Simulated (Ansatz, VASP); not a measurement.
**Ga: VASP beside Ansatz**

```
Ga
1.0
    -1.68657    1.68657    1.68657
     1.68657   -1.68657    1.68657
     1.68657    1.68657   -1.68657
Ga
1
Direct
  0.00000 0.00000 0.00000
```

Alike in both runs: functional PBE; k mesh 21 × 21 × 21; occupations fermi-dirac, width 0.05 eV; no spin polarisation.

Ansatz relaxed the structure, and its values are those at the end. VASP's run is a single point on that final structure, the one shown.

|  | VASP | Ansatz |
| --- | --- | --- |
| version | VASP 6.6.1 | Ansatz 0.2.0 |
| potentials or method | VASP PAW PBE potentials, release 64 (Ga_d) | PAW with Ansatz's default frozen-core files, scalar-relativistic |
| plane-wave cutoff (eV) | 520 | 420 |
| valence electrons in the cell | 13 | 13 |

Ansatz gave:

```
pressure (GPa) : 0.0
```

**Question.** Estimate VASP's values.

**Answer.** Pressure (GPa): 0.1.
